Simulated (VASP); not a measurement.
A run of VASP 6.6.1 is set up as follows.

File INCAR:

```
  PREC = Accurate
  ENCUT = 520
  EDIFF = 1E-6
  ISMEAR = -1
  SIGMA = 0.1
  LREAL = F
  LASPH = T
  NELM = 80
  ALGO = Normal
  ISIF = 2
  LWAVE = F
  LCHARG = F
  GGA = RP
  NBANDS = 13
```

File KPOINTS:

```
regular mesh
0
Gamma
  16 16 16
```

POSCAR

```
Ru
1.0
   -1.5944348575      1.5944348575      1.5944348575
    1.5944348575     -1.5944348575      1.5944348575
    1.5944348575      1.5944348575     -1.5944348575
Ru
1
Direct
    0.0000000000      0.0000000000      0.0000000000
```

Potentials or basis: VASP PAW PBE potentials, release 64 (Ru_pv).

The run is started by

```bash
$ cat potpaw_PBE.64/Ru_pv/POTCAR > POTCAR
$ mpirun -np 1 vasp_std > vasp.out
```

(1) What does it give for the band gap on the k mesh?

(2) Predict the pressure.

## Answers

(1) zero (band 7 reaches 11.49 eV, above the bottom of band 8 at 8.80 eV).

(2) -22.3 GPa.

Caveat: the PAW data sets were made with another functional, which shifts forces and pressure a little.
